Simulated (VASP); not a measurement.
# ZnS (P6_3mc) in VASP: further runs, part 2 of 3

VASP 6.6.1. Earlier steps stand in the parts before.

## Step 3: Single point, PBE

This run uses another cell than the first one, of the same volume but with other edges.

The input, INCAR:

```
SYSTEM = ZnS
PREC = Accurate
ENCUT = 520
EDIFF = 1E-6
ISMEAR = 0
SIGMA = 0.05
LREAL = .False.
LASPH = .True.
NELM = 60
ALGO = Normal
ISIF = 2
LWAVE = .False.
LCHARG = .False.
GGA = PE
NBANDS = 26
```

The input, KPOINTS:

```
Automatic mesh
0
Gamma
  12 12 6
  0 0 0
```

The input, POSCAR:

```
ZnS
1.0
    3.8981775218      0.0000000000      0.0000000000
   -1.9490887609      3.3759207624      0.0000000000
    0.0000000000      0.0000000000      6.1360497294
Zn S
2 2
Direct
    0.3333333333      0.6666666667      0.0052197899
    0.6666666667      0.3333333333      0.5052197899
    0.3333333333      0.6666666667      0.3797802101
    0.6666666667      0.3333333333      0.8797802101
```

Potentials or basis: VASP PAW PBE potentials, release 64 (Zn, S).

Launch:

```bash
$ cat potpaw_PBE.64/Zn/POTCAR potpaw_PBE.64/S/POTCAR > POTCAR
$ mpirun -np 1 vasp_std > vasp.out
```

OUTCAR:

```text
SYSTEM = ZnS
   PREC = Accurate
   ENCUT = 520
   EDIFF = 1E-6
   ISMEAR = 0
   LREAL = .False.
   LASPH = .True.
   NELM = 60
   ISIF = 2
   GGA = PE

 ion  position               nearest neighbor table
   1  0.333  0.667  0.005-   3 2.30   4 2.38   4 2.38   4 2.38
   2  0.667  0.333  0.505-   4 2.30   3 2.38   3 2.38   3 2.38
   3  0.333  0.667  0.380-   1 2.30   2 2.38   2 2.38   2 2.38
   4  0.667  0.333  0.880-   2 2.30   1 2.38   1 2.38   1 2.38

  LATTYP: Found a hexagonal cell.
 ALAT       =     3.8981775218
 C/A-ratio  =     1.5740816561

  Lattice vectors:

 A1 = (   3.8981775218,   0.0000000000,   0.0000000000)
 A2 = (  -1.9490887609,   3.3759207624,   0.0000000000)
 A3 = (   0.0000000000,   0.0000000000,   6.1360497294)

Analysis of symmetry for initial positions (statically):
=====================================================================
 Subroutine PRICEL returns:
 Original cell was already a primitive cell.

 Routine SETGRP: Setting up the symmetry group for a
 hexagonal supercell.

 Subroutine GETGRP returns: Found 12 space group operations
 (whereof  6 operations were pure point group operations)
 out of a pool of 24 trial point group operations.

The static configuration has the point symmetry C_3v.
 The point group associated with its full space group is C_6v.

Analysis of symmetry for dynamics (positions and initial velocities):
=====================================================================
 Subroutine PRICEL returns:
 Original cell was already a primitive cell.

 Routine SETGRP: Setting up the symmetry group for a
 hexagonal supercell.

 Subroutine GETGRP returns: Found 12 space group operations
 (whereof  6 operations were pure point group operations)
 out of a pool of 24 trial point group operations.

The dynamic configuration has the point symmetry C_3v.
[... 116 lines left out ...]
   NUPDOWN=      -1.0000    fix difference up-down
   EMIN   =  10.00;   EMAX   =-10.00  energy-range for DOS
   EFERMI =   0.00;   METHOD = LEGACY
   ISMEAR =     0;   SIGMA  =   0.05  broadening in eV -4-tet -1-fermi 0-gaus
   EFERMI_NEDOS =   21; number of points for ismear=-14 and -15
   IALGO  =     38    algorithm
   IMIX   =      4    mixing-type and parameters
     AMIX     =   0.40;   BMIX     =  1.00
     AMIX_MAG =   1.60;   BMIX_MAG =  1.00
  volume/ion in A,a.u.               =      20.19       136.23
  Fermi-wavevector in a.u.,A,eV,Ry     =   1.250628  2.363344 21.280464  1.564070
  Thomas-Fermi vector in A             =   2.384613
   LORBIT       =      0    0 simple, 1 ext, 2 COOP (PROOUT), +10 PAW based schemes
   GGA     = PE    functional components
   LHFCALC =     F    Hartree Fock is set to
   AEXX    =    0.0000 exact exchange contribution
   IVDW    =     0    specifies the selected vdW correction
   LEPSILON=     F    determine dielectric tensor
   LRPA    =     F    only Hartree local field effects (RPA)
 non-spin polarized calculation
 Gauss-broadening in eV      SIGMA  =   0.05
  energy-cutoff  :      520.00
  volume of cell :       80.75
 maximum number of plane-waves:      2201
 NGX is ok and might be reduce to    30

 number of electron      36.0000002 magnetization

 Free energy of the ion-electron system (eV)
  ---------------------------------------------------
  ext. energy  EPLUGINS =         0.00000000
  ---------------------------------------------------
  free energy    TOTEN  =       -13.65563619 eV

  energy without entropy =      -13.65563619  energy(sigma->0) =      -13.65563619

 E-fermi :   2.1770     XC(G=0):  -9.5121

 val. band max:        1.9072875851   @ k =   0.0000   0.0000   0.0000
 cond. band min:       4.0147461295   @ k =   0.0000   0.0000   0.0000
 fundamental gap:      2.1074585443
 Fermi energy:         2.1770228715

 k-point     1 :       0.0000    0.0000    0.0000
  band No.  band energies     occupation
      1     -11.1003      2.00000
      2     -10.1200      2.00000
      3      -4.3640      2.00000
      4      -4.3189      2.00000
      5      -4.3189      2.00000
      6      -4.2288      2.00000
[... 685 lines left out ...]
     25      10.8361      0.00000
     26      11.5632      0.00000

 [... further k-points ...]
[... 5 lines left out ...]
  --------------------------------------------------------------------------------------
  -------------------------------------------------------------------------------------
  Total       -0.7667865     -0.7667865      2.0913738      0.0000000      0.0000000      0.0000000
  in kB      -15.2139610    -15.2139610     41.4953589      0.0000000      0.0000000      0.0000000
  external PRESSURE =       3.6891456 kB  Pullay stress =       0.0000000 kB

 VOLUME and BASIS-vectors are now :
 -----------------------------------------------------------------------------
  energy-cutoff  :      520.00
  volume of cell :       80.75
      direct lattice vectors                 reciprocal lattice vectors
     3.898177522  0.000000000  0.000000000     0.256530133  0.148107742  0.000000000
    -1.949088761  3.375920762  0.000000000     0.000000000  0.296215483  0.000000000
     0.000000000  0.000000000  6.136049729     0.000000000  0.000000000  0.162971300

 POSITION                                       TOTAL-FORCE (eV/Angst)
 -----------------------------------------------------------------------------------
     -0.00000      2.25061      0.03203         0.000000      0.000000     -0.277838
      1.94909      1.12531      3.10005        -0.000000     -0.000000     -0.277838
     -0.00000      2.25061      2.33035         0.000000      0.000000      0.277838
      1.94909      1.12531      5.39838        -0.000000      0.000000      0.277838
 -----------------------------------------------------------------------------------
    total drift:                               -0.000000     -0.000000     -0.000449

  FREE ENERGIE OF THE ION-ELECTRON SYSTEM (eV)
  ---------------------------------------------------
  free  energy   TOTEN  =       -13.6556361946 eV

  energy  without entropy=      -13.6556361946  energy(sigma->0) =      -13.65563619
```

Wall time 83 s (1 thread of Intel Xeon 6975P-C (Granite Rapids), shared host); peak memory 0.28 GiB.

What came out:

- Free energy: -13.6556 eV
- Pressure: 0.4 GPa
- Largest force: 0.278 eV/Å
- Band gap on the k mesh: 2.11 eV, direct

Forces in eV/Å, atoms in the order of the input:
```
Zn   0.000  0.000 -0.278
Zn   0.000  0.000 -0.278
S    0.000  0.000  0.278
S    0.000  0.000  0.278
```

Stress tensor (GPa, compression positive):
```
-1.52  0.00  0.00
 0.00 -1.52  0.00
 0.00  0.00  4.15
```

Levels at points of the mesh, in eV from the valence-band top:
| k point | band 14 | band 15 | band 16 | band 17 | band 18 | band 19 | band 20 | band 21 | band 22 | band 23 |
| --- | --- | --- | --- | --- | --- | --- | --- | --- | --- | --- |
| (0.00, 0.00, 0.00) | -1.01 | -1.01 | -0.03 | -0.03 | 0.00 | 2.11 | 2.78 | 6.16 | 6.16 | 7.05 |
| (0.50, 0.00, 0.00) | -3.90 | -3.17 | -2.26 | -1.62 | -0.80 | 3.52 | 4.25 | 5.31 | 6.81 | 7.63 |
| (0.00, 0.00, 0.50) | -2.70 | -0.54 | -0.54 | -0.54 | -0.54 | 3.35 | 3.35 | 6.62 | 6.62 | 6.62 |
| (0.50, 0.00, 0.50) | -4.72 | -1.59 | -1.59 | -1.45 | -1.45 | 3.60 | 3.60 | 5.34 | 5.34 | 8.75 |

## Step 4: Single point, PBE

This run uses another cell than the first one, of the same volume but with other edges.

INCAR, as its differences from that of step 3:

```diff
@@ -12,4 +12,6 @@
 LWAVE = .False.
-LCHARG = .False.
+LCHARG = .True.
 GGA = PE
+LELF = .True.
+LVHAR = .True.
 NBANDS = 26
```

KPOINTS is that of step 3.

The input, POSCAR:

```
ZnS
1.0
    3.7834580605      0.0000000000      0.0000000000
   -1.8917290302      3.2765707946      0.0000000000
    0.0000000000      0.0000000000      6.5137974232
Zn S
2 2
Direct
    0.3333333333      0.6666666667      0.0052197899
    0.6666666667      0.3333333333      0.5052197899
    0.3333333333      0.6666666667      0.3797802101
    0.6666666667      0.3333333333      0.8797802101
```

Launch:

```bash
$ cat potpaw_PBE.64/Zn/POTCAR potpaw_PBE.64/S/POTCAR > POTCAR
$ mpirun -np 1 vasp_std > vasp.out
```

Wall time 68 s (1 thread of Intel Xeon 6975P-C (Granite Rapids), shared host); peak memory 0.27 GiB.

Results (log left out):

```yaml
Free_energy: -13.6441 eV
Pressure: 0.4 GPa
Largest_force: 0.221 eV/Å
Band_gap_on_the_k_mesh: 1.95 eV, direct
```

Forces on the atoms (eV/Å):
```
Zn   0.000  0.000  0.221
Zn   0.000  0.000  0.221
S    0.000  0.000 -0.221
S    0.000  0.000 -0.221
```

Stress tensor (GPa, compression positive):
```
 2.37  0.00  0.00
 0.00  2.37  0.00
 0.00  0.00 -3.57
```

Levels at points of the mesh, in eV from the valence-band top:
| k point | band 16 | band 17 | band 18 | band 19 | band 20 | band 21 |
| --- | --- | --- | --- | --- | --- | --- |
| (0.00, 0.00, 0.00) | -0.26 | 0.00 | 0.00 | 1.95 | 3.33 | 6.12 |
| (0.50, 0.00, 0.00) | -2.05 | -1.65 | -0.94 | 3.82 | 3.99 | 4.91 |
| (0.00, 0.00, 0.50) | -0.38 | -0.38 | -0.38 | 3.59 | 3.59 | 6.45 |
| (0.50, 0.00, 0.50) | -1.74 | -1.53 | -1.53 | 3.39 | 3.39 | 5.12 |

(Continued in part 3 of 3.)
